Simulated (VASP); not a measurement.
# V (Pm-3m) in VASP: notebook, part 2 of 2

VASP 6.6.1. Earlier steps stand in the parts before.

## 5. Single point, PBEsol (volume scaled by 0.68)

The input, INCAR:

```
SYSTEM = V
PREC     = Accurate       ! precision mode
ENCUT    = 500            ! plane-wave cutoff, eV
EDIFF    = 1E-6           ! SCF threshold, eV
ISMEAR   = -1             ! smearing method
SIGMA    = 0.1            ! smearing width, eV
LREAL    = .False.        ! projectors in reciprocal space
LASPH    = .True.         ! aspherical terms in the spheres
NELM     = 120            ! most SCF steps
ALGO     = Normal         ! electronic algorithm
ISIF     = 2              ! what is computed and relaxed
LWAVE    = .False.        ! write WAVECAR
LCHARG   = .False.        ! write CHGCAR
GGA      = PS             ! functional
NBANDS   = 12             ! bands
GGA_COMPAT= .False.
```

The input, KPOINTS:

```
Automatic mesh
0
Gamma
  17 17 17
  0 0 0
```

The input, POSCAR:

```
V
1.0
    2.1219971744      0.0000000000      0.0000000000
    0.0000000000      2.1219971744      0.0000000000
    0.0000000000      0.0000000000      2.1219971744
V
1
Direct
    0.0000000000      0.0000000000      0.0000000000
```

Potentials or basis: VASP PAW PBE potentials, release 64 (V_sv).

Run with:

```bash
$ cat potpaw_PBE.64/V_sv/POTCAR > POTCAR
$ mpirun -np 1 vasp_std > vasp.out
```

OUTCAR:

```text
SYSTEM = V
   PREC = Accurate
   ENCUT = 500
   EDIFF = 1E-6
   ISMEAR = -1
   LREAL = .False.
   LASPH = .True.
   NELM = 120
   ISIF = 2
   GGA = PS

 ion  position               nearest neighbor table
   1  0.000  0.000  0.000-

  LATTYP: Found a simple cubic cell.
 ALAT       =     2.1219971744

  Lattice vectors:

 A1 = (   2.1219971744,   0.0000000000,   0.0000000000)
 A2 = (   0.0000000000,   2.1219971744,   0.0000000000)
 A3 = (   0.0000000000,   0.0000000000,   2.1219971744)

Analysis of symmetry for initial positions (statically):
=====================================================================
 Subroutine PRICEL returns:
 Original cell was already a primitive cell.

 Routine SETGRP: Setting up the symmetry group for a
 simple cubic supercell.

 Subroutine GETGRP returns: Found 48 space group operations
 (whereof 48 operations were pure point group operations)
 out of a pool of 48 trial point group operations.

The static configuration has the point symmetry O_h .

Analysis of symmetry for dynamics (positions and initial velocities):
=====================================================================
 Subroutine PRICEL returns:
 Original cell was already a primitive cell.

 Routine SETGRP: Setting up the symmetry group for a
 simple cubic supercell.

 Subroutine GETGRP returns: Found 48 space group operations
 (whereof 48 operations were pure point group operations)
 out of a pool of 48 trial point group operations.

The dynamic configuration has the point symmetry O_h .

 Subroutine INISYM returns: Found 48 space group operations
 (whereof 48 operations are pure point group operations),
 and found     1 'primitive' translations

----------------------------------------------------------------------------------------

                                     Primitive cell
[... 107 lines left out ...]
   IMIX   =      4    mixing-type and parameters
     AMIX     =   0.40;   BMIX     =  1.00
     AMIX_MAG =   1.60;   BMIX_MAG =  1.00
  volume/ion in A,a.u.               =       9.56        64.48
  Fermi-wavevector in a.u.,A,eV,Ry     =   1.814030  3.428020 44.772761  3.290705
  Thomas-Fermi vector in A             =   2.871945
   LORBIT       =      0    0 simple, 1 ext, 2 COOP (PROOUT), +10 PAW based schemes
   GGA     = PS    functional components
   LHFCALC =     F    Hartree Fock is set to
   AEXX    =    0.0000 exact exchange contribution
   IVDW    =     0    specifies the selected vdW correction
   LEPSILON=     F    determine dielectric tensor
   LRPA    =     F    only Hartree local field effects (RPA)
 non-spin polarized calculation
  energy-cutoff  :      500.00
  volume of cell :        9.56
 maximum number of plane-waves:       265
 NGX is ok and might be reduce to    16
   NGX =  7   NGY =  7   NGZ =  7

 number of electron      13.0000007 magnetization

 Free energy of the ion-electron system (eV)
  ---------------------------------------------------
  ext. energy  EPLUGINS =         0.00000000
  ---------------------------------------------------
  free energy    TOTEN  =        -7.49424000 eV

  energy without entropy =       -7.45993994  energy(sigma->0) =       -7.47708997

 E-fermi :  14.8132     XC(G=0): -14.9437

 val. band max:       14.7778413472   @ k =   0.4118   0.1765   0.1176
 cond. band min:      14.8179195898   @ k =   0.2941   0.2941   0.2353
 fundamental gap:      0.0400782426
 Fermi energy:        14.8131740514

 k-point     1 :       0.0000    0.0000    0.0000
  band No.  band energies     occupation
      1     -49.2490      2.00000
      2     -21.1268      2.00000
      3     -21.1268      2.00000
      4     -21.1268      2.00000
      5       7.7750      2.00000
      6      10.8511      2.00000
      7      10.8511      2.00000
      8      20.4503      0.00000
      9      20.4503      0.00000
     10      20.4503      0.00000
     11      38.9947      0.00000
     12      38.9947      0.00000
[... 331 lines left out ...]
 k-point    24 :       0.4706    0.1176    0.0000
  band No.  band energies     occupation
      1     -48.4540      2.00000
      2     -24.3986      2.00000
      3     -21.2386      2.00000
      4     -20.7631      2.00000
      5      12.4549      2.00000
      6      13.1565      2.00000
      7      13.6976      1.99997
      8      16.8952      0.00000
      9      18.7693      0.00000
     10      20.3151      0.00000
     11      27.7275      0.00000
     12      37.3954      0.00000

 [... further k-points ...]
[... 5 lines left out ...]
  --------------------------------------------------------------------------------------
  -------------------------------------------------------------------------------------
  Total        7.4210109      7.4210109      7.4210109     -0.0000000      0.0000000      0.0000000
  in kB     1244.3405315   1244.3405315   1244.3405315     -0.0000000      0.0000000      0.0000000
  external PRESSURE =    1244.3405315 kB  Pullay stress =       0.0000000 kB

 VOLUME and BASIS-vectors are now :
 -----------------------------------------------------------------------------
  energy-cutoff  :      500.00
  volume of cell :        9.56
      direct lattice vectors                 reciprocal lattice vectors
     2.121997174  0.000000000  0.000000000     0.471254162  0.000000000  0.000000000
     0.000000000  2.121997174  0.000000000     0.000000000  0.471254162  0.000000000
     0.000000000  0.000000000  2.121997174     0.000000000  0.000000000  0.471254162

 POSITION                                       TOTAL-FORCE (eV/Angst)
 -----------------------------------------------------------------------------------
      0.00000      0.00000      0.00000         0.000000      0.000000      0.000000
 -----------------------------------------------------------------------------------
    total drift:                               -0.000000     -0.000000      0.000000

  FREE ENERGIE OF THE ION-ELECTRON SYSTEM (eV)
  ---------------------------------------------------
  free  energy   TOTEN  =        -7.4942399981 eV

  energy  without entropy=       -7.4599399433  energy(sigma->0) =       -7.47708997
```

stdout:

```text
POSCAR found type information on POSCAR V
 POSCAR found :  1 types and       1 ions
 scaLAPACK will be used
 -----------------------------------------------------------------------------
|                                                                             |
|                                                                             |
|     You enforced a specific xc type in the INCAR file but a different       |
|     I HOPE YOU KNOW WHAT YOU ARE DOING!                                     |
|                                                                             |
 -----------------------------------------------------------------------------

 LDA part: xc-table for (Slater+PW92), standard interpolation
 POSCAR, INCAR and KPOINTS ok, starting setup
 FFT: planning ... GRIDC
 FFT: planning ... GRID_SOFT
 FFT: planning ... GRID
 WAVECAR not read
 entering main loop
```

It took 8.8 s on 1 thread of Intel Xeon 8259CL, shared host; peak memory 0.13 GiB.

Results:

```yaml
Free_energy: -7.4942 eV
Pressure: 124.4 GPa
```

Caveat: the PAW data sets were made with another functional, which shifts forces and pressure a little.

## 6. Single point, PBEsol (volume scaled by 0.78)

The input, INCAR:

```
PREC = Accurate
ENCUT = 500
EDIFF = 1E-6
ISMEAR = -1
SIGMA = 0.1
LREAL = F
LASPH = T
NELM = 120
ALGO = Normal
ISIF = 2
LWAVE = F
LCHARG = T
GGA = PS
LELF = T
LVHAR = T
NBANDS = 12
GGA_COMPAT = F
```

The input, KPOINTS:

```
Automatic mesh
0
Gamma
  17 17 17
```

The input, POSCAR:

```
V
1.0
    2.2212973472      0.0000000000      0.0000000000
    0.0000000000      2.2212973472      0.0000000000
    0.0000000000      0.0000000000      2.2212973472
V
1
Direct
    0.0000000000      0.0000000000      0.0000000000
```

Potentials or basis: VASP PAW PBE potentials, release 64 (V_sv).

Run with:

```bash
$ cat potpaw_PBE.64/V_sv/POTCAR > POTCAR
$ mpirun -np 1 vasp_std > vasp.out
```

It took 12 s on 1 thread of Intel Xeon 8259CL, shared host; peak memory 0.13 GiB.

The run converged. Its results:

| Property | Result |
| --- | --- |
| Free energy | -8.2884 eV |
| Pressure | 61.9 GPa |

Levels at points of the mesh, in eV from the Fermi level:
```csv
k point,band 4,band 5,band 6,band 7,band 8,band 9,band 10,band 11
"(0.00, 0.00, 0.00)",-36.27,-6.93,-3.23,-3.23,4.90,4.90,4.90,22.11
```

Caveat: the PAW data sets were made with another functional, which shifts forces and pressure a little.

## 7. The runs side by side

| cell | gap on the mesh (eV) | pressure (GPa) |
| --- | --- | --- |
| a = 1.915 Å, 1 atom | none | 426.9 |
| a = 2.012 Å, 1 atom | none | 241.7 |
| a = 2.122 Å, 1 atom | none | 124.4 |
| a = 2.221 Å, 1 atom | none | 61.9 |

Alike in all rows: task single point; level PBEsol; potentials or basis VASP PAW PBE potentials, release 64 (V_sv); no spin polarisation; k mesh 17 × 17 × 17; cutoff (eV) 500; smearing fermi-dirac 0.1 eV.

Caveats: the PAW data sets were made with another functional, which shifts forces and pressure a little.

Absolute energies hang on the potentials; compare differences alone.
